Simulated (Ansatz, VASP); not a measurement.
Given: the input of a run of VASP 6.6.1 on NbSi.

File INCAR:

```
PREC = Accurate
ENCUT = 600
EDIFF = 1E-6
ISMEAR = -1
SIGMA = 0.05
LREAL = F
LASPH = T
NELM = 80
ALGO = Normal
ISIF = 3
LWAVE = F
LCHARG = F
GGA = PS
IBRION = 2
NSW = 60
EDIFFG = -0.01
```

The input KPOINTS:

```
regular mesh
0
Gamma
  9 9 9
```

The input POSCAR:

```
NbSi
1.0
    0.0000000000      2.5738300000      2.5738300000
    2.5738300000      0.0000000000      2.5738300000
    2.5738300000      2.5738300000      0.0000000000
Nb Si
1 1
Direct
    0.0000000000      0.0000000000      0.0000000000
    0.5000000000      0.5000000000      0.5000000000
```

Potentials or basis: VASP PAW PBE potentials, release 64 (Nb_sv, Si).

Command:

```console
$ cat potpaw_PBE.64/Nb_sv/POTCAR potpaw_PBE.64/Si/POTCAR > POTCAR
$ mpirun -np 1 vasp_std > vasp.out
```

Problem. Set up the same calculation for Ansatz 0.2.0. Potentials there: Ansatz PAW.

Solution. As run (the cutoff follows the program's own potentials):

File input.yaml:

```yaml
crystal:
  lattice:
    - [0.0, 2.57383, 2.57383]
    - [2.57383, 0.0, 2.57383]
    - [2.57383, 2.57383, 0.0]
  atoms:
    - { symbol: Nb, position: [0.0, 0.0, 0.0] }
    - { symbol: Si, position: [0.5, 0.5, 0.5] }
hamiltonian:
  xc: pbesol
  pseudopotentials: { kind: paw }
kpoints:
  mp_grid: { grid: [9, 9, 9] }
scf:
  occupations: { method: fermi_dirac, width: 0.05 }
output:
  forces: true
  stress: true
  eigenvalues: true
relax:
  f_tol: 0.01
  max_steps: 40
  cell: { stress_tol: 0.05 }
```

Potentials or basis: Ansatz PAW.

The run is started by

```console
$ ansatz run input.yaml --threads 2 --pin off --max-ram 5632MiB --backend cpu --events-out ev --progress --plain --runs-dir out
```

Both were run:

|  | VASP | Ansatz | Ansatz less VASP |
| --- | --- | --- | --- |
| gap on the k mesh at the Fermi level, each at its own relaxed structure (eV) | none | none | - |
| relaxed volume (Å³/atom) | 16.57 | 16.57 | -0.001 |
| relaxed cell length with the largest relative difference (Å) | 3.605 | 3.605 | -0.0001 |

VASP's potentials were made for PBE, not for PBEsol. A gap of «none» marks a metal or a gap that the smearing closes.

Noted on Ansatz's run: the plane-wave basis is chosen anew once the cell has moved, so the energies of steps on either side of that aren't comparable.
